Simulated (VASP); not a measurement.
Crystal: MgO.

```
Mg O
1.0
     0.00000    2.10720    2.10720
     2.10720    0.00000    2.10720
     2.10720    2.10720    0.00000
Mg O
1 1
Cartesian
  0.0000 0.0000 0.0000
  2.1072 2.1072 2.1072
```

Program: VASP 6.6.1. Alike in all runs: task single point; no spin polarisation; cell as given; k mesh 10 × 10 × 10; cutoff (eV) 520; smearing fermi-dirac 0.05 eV.

**Question.** Order these runs on this cell by their pressure, lowest first.
A. level PBEsol; potentials or basis VASP PAW PBE potentials, release 64 (Mg, O)
B. level PBE; potentials or basis VASP PAW PBE potentials, release 64 (Mg, O)
C. level r2SCAN; potentials or basis VASP PAW PBE potentials, release 64 (Mg, O)
D. level LDA; potentials or basis VASP PAW LDA potentials, release 64 (Mg, O)

**Answer.** D (-8.0 GPa), C (-2.3 GPa), A (-0.5 GPa), B (3.7 GPa).

Caveats: the PAW data sets were made with another functional, which shifts forces and pressure a little (some runs).
